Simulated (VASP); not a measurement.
**TaF4 (Ta(F)4): single point with PBE**

Molecule: TaF4 (Ta(F)4), in a box.

```
CELL_PARAMETERS angstrom
12.51000 0.00000 0.00000
0.00000 12.51000 0.00000
0.00000 0.00000 10.29000
ATOMIC_POSITIONS crystal
Ta 0.49999 0.49999 0.50014
F 0.64026 0.49999 0.43732
F 0.49999 0.64026 0.56296
F 0.35971 0.49999 0.43732
F 0.49999 0.35971 0.56296
```

| Item | Value |
| --- | --- |
| Program | VASP 6.6.1 |
| Task | single point |
| Functional | PBE |
| Potentials or basis | VASP PAW PBE potentials, release 64 (Ta_pv, F) |
| Cutoff | 520 eV |
| k mesh | 1 × 1 × 1 |
| Occupations | gaussian, width 0.01 eV |
| Spin | collinear spin, ferromagnetic start |
| Starting moments | [1.0, 0.0, 0.0, 0.0, 0.0] μB |
| Dipole correction | no |
| Further INCAR settings | ALGO = Normal; EDIFF = 1e-06; NBANDS = 32 |

```
Largest force                                         : 0.251 eV/Å
Gap between the frontier levels                       : 1.55 eV
Net moment                                            : 1.00 μB per cell
Site moments                                          : Ta +0.60; F +0.01 μB
Valence electrons inside the program's atomic spheres : Ta 8.85; F 6.08
```

Forces on the atoms (eV/Å):
```
Ta   0.000  0.000  0.000
F    0.237  0.000 -0.083
F    0.000  0.237  0.083
F   -0.237  0.000 -0.083
F    0.000 -0.237  0.083
```

Levels at points of the mesh, in eV from the valence-band top:
Spin up:
```
           k point  band 17  band 18  band 19  band 20  band 21  band 22  band 23  band 24
(0.00, 0.00, 0.00)    -5.17    -5.17    -4.95     0.00     2.33     2.33     2.45     4.22
```
Spin down:
```
           k point  band 16  band 17  band 18  band 19  band 20  band 21  band 22  band 23
(0.00, 0.00, 0.00)    -5.45    -5.14    -5.14    -4.95     1.55     2.62     2.76     2.76
```

Run time: 6.4 min on 1 thread of Intel(R) Xeon(R) Platinum 8488C (Sapphire Rapids), with other jobs on the host, peak memory 1.7 GiB.

Caveat: spin-orbit coupling is left out, which moves the levels of the heavy elements.
